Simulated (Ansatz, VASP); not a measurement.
**ZnSe: VASP beside Ansatz**

```
Zn Se
1.0
     0.00000    2.84487    2.78304
     2.84487    0.00000    2.78304
     2.84487    2.84487    0.00000
Zn Se
1 1
Cartesian
  0.0000 0.0000 0.0000
  1.4224 1.4224 1.3915
```

Change from the starting cell: strained cell.

Alike in both runs: task relaxation of the atoms; functional PBEsol; k mesh 8 × 8 × 8; occupations gaussian, width 0.02 eV; no spin polarisation.

|  | VASP | Ansatz |
| --- | --- | --- |
| version | VASP 6.6.1 | Ansatz 0.2.0 |
| potentials or method | VASP PAW PBE potentials, release 64 (Zn, Se), cutoff 450 eV | scalar-relativistic, plane waves, PAW |
| valence electrons in the cell | 18 | 28 |

```csv
,VASP,Ansatz,Ansatz less VASP
"gap on the k mesh at the Fermi level, each at its own relaxed structure (eV)",1.16,1.15,-0.007
```

VASP's potentials were made for PBE, not for PBEsol, and Ansatz warns of the same on its side. VASP's potentials hold 18 valence electrons a cell and Ansatz's 28, so a difference there can come from the potentials and not from the codes. Ansatz's warnings: stress scf threshold loose.

Noted on VASP's run: the relaxation stopped at its first step, so nothing moved.
